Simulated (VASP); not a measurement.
# Li3H2 (I4/mmm) in VASP: a series of runs, part 3 of 3

VASP 6.6.1.

## Step 5: Single point, PBE

This run uses another cell than the first one, of 10.11 Å³/atom.

The input, INCAR:

```
SYSTEM = Li3H2
  PREC = Accurate
  ENCUT = 520
  EDIFF = 1E-6
  ISMEAR = 0
  SIGMA = 0.1
  LREAL = .False.
  LASPH = .True.
  NELM = 60
  ALGO = Normal
  ISIF = 2
  LWAVE = .False.
  LCHARG = .False.
  GGA = PE
  NBANDS = 14
```

The input, KPOINTS:

```
regular mesh
0
Gamma
  18 18 18
  0 0 0
```

The input, POSCAR:

```
Li3H2
1.0
   -1.4205733826      1.4205733826      6.2597846820
    1.4205733826     -1.4205733826      6.2597846820
    1.4205733826      1.4205733826     -6.2597846820
Li H
3 2
Direct
    0.3296764533      0.3296764533      0.0000000000
    0.6703235467      0.6703235467      0.0000000000
    0.0000000000      0.0000000000      0.0000000000
    0.1654937344      0.1654937344      0.0000000000
    0.8345062656      0.8345062656      0.0000000000
```

Potentials or basis: VASP PAW PBE potentials, release 64 (Li_sv, H).

The run is started by

```sh
cat potpaw_PBE.64/Li_sv/POTCAR potpaw_PBE.64/H/POTCAR > POTCAR
mpirun -np 1 vasp_std > vasp.out
```

OUTCAR:

```text
SYSTEM = Li3H2
   PREC = Accurate
   ENCUT = 520
   EDIFF = 1E-6
   ISMEAR = 0
   LREAL = .False.
   LASPH = .True.
   NELM = 60
   ISIF = 2
   GGA = PE

 ion  position               nearest neighbor table
   1  0.330  0.330  0.000-
   2  0.670  0.670  0.000-
   3  0.000  0.000  0.000-
   4  0.165  0.165  0.000-
   5  0.835  0.835  0.000-

  LATTYP: Found a body centered tetragonal cell.
 ALAT       =     2.8411467652
 C/A-ratio  =     4.4065197607

  Lattice vectors:

 A1 = (  -1.4205733826,   1.4205733826,   6.2597846820)
 A2 = (   1.4205733826,  -1.4205733826,   6.2597846820)
 A3 = (   1.4205733826,   1.4205733826,  -6.2597846820)

Analysis of symmetry for initial positions (statically):
=====================================================================
 Subroutine PRICEL returns:
 Original cell was already a primitive cell.

 Routine SETGRP: Setting up the symmetry group for a
 body centered tetragonal supercell.

 Subroutine GETGRP returns: Found 16 space group operations
 (whereof 16 operations were pure point group operations)
 out of a pool of 16 trial point group operations.

The static configuration has the point symmetry D_4h.

Analysis of symmetry for dynamics (positions and initial velocities):
=====================================================================
 Subroutine PRICEL returns:
 Original cell was already a primitive cell.

 Routine SETGRP: Setting up the symmetry group for a
 body centered tetragonal supercell.

 Subroutine GETGRP returns: Found 16 space group operations
 (whereof 16 operations were pure point group operations)
 out of a pool of 16 trial point group operations.

The dynamic configuration has the point symmetry D_4h.

 Subroutine INISYM returns: Found 16 space group operations
 (whereof 16 operations are pure point group operations),
 and found     1 'primitive' translations

----------------------------------------------------------------------------------------

                                     Primitive cell

  volume of cell :      50.5297

  direct lattice vectors                    reciprocal lattice vectors
    -1.420573383  1.420573383  6.259784682     0.000000000  0.351970554  0.079874952
     1.420573383 -1.420573383  6.259784682     0.351970554  0.000000000  0.079874952
     1.420573383  1.420573383 -6.259784682     0.351970554  0.351970554  0.000000000

  length of vectors
     6.574265110  6.574265110  6.574265110     0.360920045  0.360920045  0.497761531

  position of ions in fractional coordinates (direct lattice)
     0.329676453  0.329676453  0.000000000
     0.670323547  0.670323547  0.000000000
     0.000000000  0.000000000  0.000000000
     0.165493734  0.165493734  0.000000000
     0.834506266  0.834506266  0.000000000

  ion indices of the primitive-cell ions
   primitive index   ion index
                 1           1
                 2           2
                 3           3
                 4           4
                 5           5

----------------------------------------------------------------------------------------

 KPOINTS: regular mesh

Automatic generation of k-mesh.
 Grid dimensions read from file:
 generate k-points for:   18   18   18

 Generating k-lattice:
[... 48 lines left out ...]
   dimension x,y,z NGXF=   100 NGYF=  100 NGZF=  100
   ions per type =               3   2
   NGX,Y,Z   is equivalent  to a cutoff of  12.64, 12.64, 12.64 a.u.
   NGXF,Y,Z  is equivalent  to a cutoff of  25.29, 25.29, 25.29 a.u.
 SYSTEM =  Li3H2
   PREC   = accura    normal or accurate (medium, high low for compatibility)
   ISTART =      0    job   : 0-new  1-cont  2-samecut
   ICHARG =      2    charge: 1-file 2-atom 10-const
   ISPIN  =      1    spin polarized calculation?
   LNONCOLLINEAR =      F non collinear calculations
   LSORBIT =      F    spin-orbit coupling
   LASPH  =      T    aspherical Exc in radial PAW
   ENCUT  =  520.0 eV  38.22 Ry    6.18 a.u.  12.22 12.22 12.22*2*pi/ulx,y,z
   NELM   =     60;   NELMIN=  2; NELMDL= -5     # of ELM steps
   EDIFF  = 0.1E-05   stopping-criterion for ELM
   LREAL  =      F    real-space projection
   EDIFFG = 0.1E-04   stopping-criterion for IOM
   NSW    =      0    number of steps for IOM
   IBRION =     -1    ionic relax: 0-MD 1-quasi-New 2-CG
   NFREE  =      0    steps in history (QN), initial steepest desc. (CG)
   ISIF   =      2    stress and relaxation
   ISYM   =      2    0-nonsym 1-usesym 2-fastsym
   POTIM  = 0.5000    time-step for ionic-motion
   TEBEG  =    0.0;   TEEND  =   0.0 temperature during run
   PSTRESS=    0.0 pullay stress
   NELECT =      11.0000    total number of electrons
   NUPDOWN=      -1.0000    fix difference up-down
   EMIN   =  10.00;   EMAX   =-10.00  energy-range for DOS
   EFERMI =   0.00;   METHOD = LEGACY
   ISMEAR =     0;   SIGMA  =   0.10  broadening in eV -4-tet -1-fermi 0-gaus
   EFERMI_NEDOS =   21; number of points for ismear=-14 and -15
   IALGO  =     38    algorithm
   IMIX   =      4    mixing-type and parameters
     AMIX     =   0.40;   BMIX     =  1.00
     AMIX_MAG =   1.60;   BMIX_MAG =  1.00
  volume/ion in A,a.u.               =      10.11        68.20
  Fermi-wavevector in a.u.,A,eV,Ry     =   0.984820  1.861040 13.195886  0.969870
  Thomas-Fermi vector in A             =   2.116081
   LORBIT       =      0    0 simple, 1 ext, 2 COOP (PROOUT), +10 PAW based schemes
   GGA     = PE    functional components
   LHFCALC =     F    Hartree Fock is set to
   AEXX    =    0.0000 exact exchange contribution
   IVDW    =     0    specifies the selected vdW correction
   LEPSILON=     F    determine dielectric tensor
   LRPA    =     F    only Hartree local field effects (RPA)
 non-spin polarized calculation
 Gauss-broadening in eV      SIGMA  =   0.10
  energy-cutoff  :      520.00
  volume of cell :       50.53
 maximum number of plane-waves:      1395
 NGX is ok and might be reduce to    50
   NGX = 25   NGY = 25   NGZ = 25

 number of electron      11.0000011 magnetization

 Free energy of the ion-electron system (eV)
  ---------------------------------------------------
  ext. energy  EPLUGINS =         0.00000000
  ---------------------------------------------------
  free energy    TOTEN  =       -13.72363774 eV

  energy without entropy =      -13.71777238  energy(sigma->0) =      -13.72070506

 E-fermi :   1.7108     XC(G=0):  -8.1024

 val. band max:        1.6968980534   @ k =  -0.3333  -0.3333   0.1667
 cond. band min:       1.7136642254   @ k =  -0.3333  -0.3889   0.2222
 fundamental gap:      0.0167661720
 Fermi energy:         1.7108463205

 k-point     1 :       0.0000    0.0000    0.0000
  band No.  band energies     occupation
      1     -44.6396      2.00000
      2     -44.5885      2.00000
      3     -44.5628      2.00000
      4      -5.1351      2.00000
      5      -3.0738      2.00000
      6      -0.0480      2.00000
      7       6.8364      0.00000
      8       8.3819      0.00000
      9      11.4700      0.00000
     10      11.4700      0.00000
     11      12.2124      0.00000
     12      12.2124      0.00000
     13      14.5966      0.00000
     14      14.9105      0.00000
[... 377 lines left out ...]
      1     -44.6311      2.00000
      2     -44.5803      2.00000
      3     -44.5596      2.00000
      4      -4.5502      2.00000
      5      -2.7522      2.00000
      6       0.6615      2.00000
      7       5.8009      0.00000
      8       7.1244      0.00000
      9       8.7825      0.00000
     10      10.2818      0.00000
     11      12.2452      0.00000
     12      12.7248      0.00000
     13      13.1134      0.00000
     14      13.9879      0.00000

 [... further k-points ...]

------------------------ aborting loop because EDIFF is reached ----------------------------------------

  FORCE on cell =-STRESS in cart. coord.  units (eV):
  Direction    XX          YY          ZZ          XY          YZ          ZX
  --------------------------------------------------------------------------------------
  -------------------------------------------------------------------------------------
  Total       -0.0610620     -0.0610620     -0.0524249      0.0000000      0.0000000      0.0000000
  in kB       -1.9361325     -1.9361325     -1.6622706      0.0000000      0.0000000      0.0000000
  external PRESSURE =      -1.8448452 kB  Pullay stress =       0.0000000 kB

 VOLUME and BASIS-vectors are now :
 -----------------------------------------------------------------------------
  energy-cutoff  :      520.00
  volume of cell :       50.53
      direct lattice vectors                 reciprocal lattice vectors
    -1.420573383  1.420573383  6.259784682     0.000000000  0.351970554  0.079874952
     1.420573383 -1.420573383  6.259784682     0.351970554  0.000000000  0.079874952
     1.420573383  1.420573383 -6.259784682     0.351970554  0.351970554  0.000000000

 POSITION                                       TOTAL-FORCE (eV/Angst)
 -----------------------------------------------------------------------------------
      0.00000      0.00000      4.12741        -0.000000     -0.000000      0.006498
      0.00000      0.00000      8.39216         0.000000      0.000000     -0.006498
      0.00000      0.00000      0.00000         0.000000      0.000000      0.000000
      0.00000      0.00000      2.07191         0.000000      0.000000      0.005984
      0.00000      0.00000     10.44766        -0.000000     -0.000000     -0.005984
 -----------------------------------------------------------------------------------
    total drift:                               -0.000000      0.000000      0.000000

  FREE ENERGIE OF THE ION-ELECTRON SYSTEM (eV)
  ---------------------------------------------------
  free  energy   TOTEN  =       -13.7236377417 eV

  energy  without entropy=      -13.7177723848  energy(sigma->0) =      -13.72070506
```

OSZICAR:

```text
N       E                     dE             d eps       ncg     rms          rms(c)
DAV:   1     0.321143894278E+02    0.32114E+02   -0.41391E+03 13440   0.732E+02
DAV:   2    -0.764456208030E+01   -0.39759E+02   -0.38458E+02 16708   0.174E+02
DAV:   3    -0.142661772858E+02   -0.66216E+01   -0.65642E+01 26226   0.408E+01
DAV:   4    -0.143359191655E+02   -0.69742E-01   -0.69722E-01 16308   0.682E+00
DAV:   5    -0.143367162988E+02   -0.79713E-03   -0.79711E-03 21706   0.640E-01    0.398E+00
DAV:   6    -0.138563194909E+02    0.48040E+00   -0.34166E-01 17742   0.204E+00    0.191E+00
DAV:   7    -0.137190609178E+02    0.13726E+00   -0.43818E-01 18676   0.244E+00    0.352E-01
DAV:   8    -0.137261655314E+02   -0.71046E-02   -0.46893E-02 16700   0.995E-01    0.238E-01
DAV:   9    -0.137236302562E+02    0.25353E-02   -0.57471E-03 17676   0.357E-01    0.526E-02
DAV:  10    -0.137236547950E+02   -0.24539E-04   -0.85122E-04 19082   0.142E-01    0.398E-02
DAV:  11    -0.137236371324E+02    0.17663E-04   -0.11721E-04 17078   0.479E-02    0.337E-03
DAV:  12    -0.137236377417E+02   -0.60924E-06   -0.35529E-06 18426   0.139E-02
   1 F= -.13723638E+02 E0= -.13720705E+02  d E =-.586536E-02
```

stdout:

```text
POSCAR found type information on POSCAR LiH
 POSCAR found :  2 types and       5 ions
 scaLAPACK will be used
 LDA part: xc-table for (Slater+PW92), standard interpolation
 POSCAR, INCAR and KPOINTS ok, starting setup
 FFT: planning ... GRIDC
 FFT: planning ... GRID_SOFT
 FFT: planning ... GRID
 WAVECAR not read
 entering main loop
```

Run time: 19 min. Hardware: 1 thread of Intel Xeon Platinum 8488C (Sapphire Rapids), shared host; peak memory 0.52 GiB.

What came out:

- Free energy: -13.7236 eV
- Largest force: 0.006 eV/Å
- Band gap on the k mesh: zero (an odd number of electrons rules out a gap without spin polarisation)

Forces on the atoms (eV/Å):
```
Li   0.000  0.000  0.006
Li   0.000  0.000 -0.006
Li   0.000  0.000  0.000
H    0.000  0.000  0.006
H    0.000  0.000 -0.006
```

Caveat: the cutoff is under 1.25 times the usual one of these potentials, so pressure, stress and relaxed cells hold a basis-set (Pulay) error.

## Step 6: Single point, PBE

This run uses another cell than the first one, of 10.11 Å³/atom.

The input, INCAR:

```
  ALGO = Normal
  EDIFF = 1E-7
  ENCUT = 520
  GGA = PE
  ISIF = 2
  ISMEAR = 0
  LASPH = T
  LCHARG = F
  LREAL = F
  LWAVE = F
  NBANDS = 14
  NELM = 80
  PREC = Accurate
  SIGMA = 0.1
```

The input, KPOINTS:

```
k-points
0
Gamma
  18 18 18
```

POSCAR is that of step 5.

Potentials or basis: VASP PAW PBE potentials, release 64 (Li_sv, H).

The run is started by

```sh
cat potpaw_PBE.64/Li_sv/POTCAR potpaw_PBE.64/H/POTCAR > POTCAR
mpirun -np 1 vasp_std > vasp.out
```

Run time: 20 min. Hardware: 1 thread of Intel Xeon Platinum 8488C (Sapphire Rapids), shared host; peak memory 0.52 GiB.

Results (log left out):

```yaml
Free_energy: -13.7236 eV
Largest_force: 0.006 eV/Å
Band_gap_on_the_k_mesh: zero (an odd number of electrons rules out a gap without spin polarisation)
```

Forces on the atoms (eV/Å):
```
Li   0.000  0.000  0.006
Li   0.000  0.000 -0.006
Li   0.000  0.000  0.000
H    0.000  0.000  0.006
H    0.000  0.000 -0.006
```

Levels at points of the mesh, in eV from the Fermi level:
| k point | band 4 | band 5 | band 6 | band 7 | band 8 | band 9 |
| --- | --- | --- | --- | --- | --- | --- |
| (0.00, 0.00, 0.00) | -6.85 | -4.79 | -1.76 | 5.13 | 6.67 | 9.76 |
| (0.50, 0.00, 0.00) | -4.64 | -4.64 | -0.47 | 2.96 | 4.28 | 4.41 |
| (0.50, 0.50, 0.00) | -2.19 | -2.10 | 1.28 | 1.96 | 2.55 | 4.91 |
| (0.50, 0.50, 0.50) | -6.71 | -5.31 | 0.67 | 0.80 | 9.17 | 9.17 |

Caveat: the cutoff is under 1.25 times the usual one of these potentials, so pressure, stress and relaxed cells hold a basis-set (Pulay) error.

## Step 7: Summary

| task | cell | k mesh | cutoff (eV) | gap on the mesh (eV) | largest force (eV/Å) |
| --- | --- | --- | --- | --- | --- |
| single point | a = 6.537 Å, angles 155.5, 155.5, 35.0°, 5 atoms, atomic positions A | 8 × 8 × 8 | 520 | none | 3.26 |
| single point | a = 6.509 Å, angles 154.7, 154.7, 36.0°, 5 atoms, atomic positions B | 8 × 8 × 8 | 520 | none | - |
| relaxation of cell and atoms | relaxed from a = 6.537 Å, angles 155.5, 155.5, 35.0°, 5 atoms, atomic positions A | 8 × 8 × 8 | 600 | none | 0.01 |
| single point | a = 6.574 Å, angles 155.0, 155.0, 35.6°, 5 atoms, atomic positions C | 18 × 18 × 18 | 520 | none | 0.01 |

Alike in all rows: level PBE; potentials or basis VASP PAW PBE potentials, release 64 (Li_sv, H); no spin polarisation; smearing gaussian 0.1 eV.

Caveats: the cutoff is under 1.25 times the usual one of these potentials, so pressure, stress and relaxed cells hold a basis-set (Pulay) error; forces of over 1 eV/Å act on the atoms, so gaps and moduli don't describe the material at rest (at least some runs).

Absolute energies hang on the potentials; compare differences alone.

The gap in the log of VASP goes by the Fermi energy; the results here count the filled bands.